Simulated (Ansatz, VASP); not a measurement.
Ni in VASP and in Ansatz

```
Ni
1.0
     1.98833    0.00000    0.00000
     0.00000    1.98833    0.00000
     0.00000    0.00000    1.98833
Ni
1
Direct
  0.00000 0.00000 0.00000
```

Change from the starting cell: volume scaled by 0.68, PAW files.

Alike in both runs: task single point; functional LDA; k mesh 19 × 19 × 19; occupations fermi-dirac, width 0.1 eV; collinear spin.

```csv
,VASP,Ansatz
version,VASP 6.6.1,Ansatz 0.2.0
potentials or method,"VASP PAW LDA potentials, release 64 (Ni)","PAW with Ansatz's default frozen-core files, scalar-relativistic"
plane-wave cutoff (eV),520,420
valence electrons in the cell,10,18
```

VASP gave:

```
pressure (GPa)           : 175.0
net moment per atom (μB) : 0.00
```

Question: Which values does Ansatz return?

Answer: Pressure (GPa): 177.4; net moment per atom (μB): 0.00.

LDA's correlation is that of Perdew and Zunger in VASP and of Perdew and Wang (1992) in Ansatz. Both programs put the cell under a high pressure, so it lies far from rest at this level. VASP's potentials hold 10 valence electrons a cell and Ansatz's 18, so a difference there can come from the potentials and not from the codes. Ansatz's warnings: seeded moment not kept.

Noted on VASP's run: the cell as given lies far from equilibrium.
